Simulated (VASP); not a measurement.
## Tl: single point with PBE

The system is Tl.

```
Tl
1.0
    -1.98878    1.98878    1.98878
     1.98878   -1.98878    1.98878
     1.98878    1.98878   -1.98878
Tl
1
Cartesian
  0.0000 0.0000 0.0000
```

This isn't the form of Tl at room conditions, which is hcp.

* Program: VASP 6.6.1
* Task: single point
* Functional: PBE
* Potentials or basis: VASP PAW PBE potentials, release 64 (Tl_d)
* Cutoff: 520 eV
* k mesh: 13 × 13 × 13
* Occupations: fermi-dirac, width 0.0612256 eV
* Spin: no spin polarisation
* Dipole correction: no
* Further INCAR settings: ALGO = Normal; EDIFF = 1e-07; NBANDS = 12

```
Pressure               : -0.1 GPa
Band gap on the k mesh : zero (an odd number of electrons rules out a gap without spin polarisation)
```

Levels at points of the mesh, in eV from the Fermi level:
```
           k point  band 3  band 4  band 5  band 6  band 7  band 8  band 9  band 10
(0.00, 0.00, 0.00)  -11.55  -11.21  -11.21   -9.42    9.85    9.85    9.85    12.11
```

Run time: 21 s on 1 thread of AMD EPYC 7R13 Processor (Zen 3), with other jobs on the host, peak memory 0.14 GiB.

Caveat: spin-orbit coupling is left out, which moves the levels of the heavy elements.
